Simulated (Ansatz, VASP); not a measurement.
## One calculation of Al, two programs

File INCAR:

```
SYSTEM = Al
PREC = Accurate
ENCUT = 600
EDIFF = 1E-6
ISMEAR = -1
SIGMA = 0.05
LREAL = .FALSE.
LASPH = .TRUE.
NELM = 60
ALGO = Normal
ISIF = 3
LWAVE = .FALSE.
LCHARG = .FALSE.
GGA = VW
IBRION = 2
NSW = 60
EDIFFG = -0.01
```

The input KPOINTS:

```
Automatic mesh
0
G
  11 11 11
  0 0 0
```

File POSCAR:

```
Al
1.0
    0.0000000000      2.0248050000      2.0248050000
    2.0248050000      0.0000000000      2.0248050000
    2.0248050000      2.0248050000      0.0000000000
Al
1
Direct
    0.0000000000      0.0000000000      0.0000000000
```

Contents of input.yaml:

```yaml
crystal:
  lattice:
    - [0.0, 2.024805, 2.024805]
    - [2.024805, 0.0, 2.024805]
    - [2.024805, 2.024805, 0.0]
  atoms:
    - { symbol: Al, position: [0.0, 0.0, 0.0] }
hamiltonian:
  xc: { exchange: slater, correlation: vwn5 }
  pseudopotentials: { kind: paw }
kpoints:
  mp_grid: { grid: [11, 11, 11] }
scf:
  occupations: { method: fermi_dirac, width: 0.05 }
output:
  forces: true
  stress: true
relax:
  f_tol: 0.01
  max_steps: 40
  cell: { stress_tol: 0.05 }
```

Alike in both runs: task relaxation of cell and atoms; functional SVWN5; k mesh 11 × 11 × 11; occupations fermi-dirac, width 0.05 eV; no spin polarisation.

```csv
,VASP,Ansatz
version,VASP 6.6.1,Ansatz 0.2.0
potentials or method,"VASP PAW PBE potentials, release 64 (Al)",Ansatz PAW
plane-wave cutoff (eV),600,420
valence electrons in the cell,3,3
```

|  | VASP | Ansatz | Ansatz less VASP |
| --- | --- | --- | --- |
| relaxed volume (Å³/atom) | 15.90 | 15.82 | -0.079 |
| relaxed cell length with the largest relative difference (Å) | 2.822 | 2.818 | -0.0047 |

VASP's potentials were made for PBE, not for SVWN5.

Noted on Ansatz's run: the plane-wave basis is chosen anew once the cell has moved, so the energies of steps on either side of that aren't comparable.
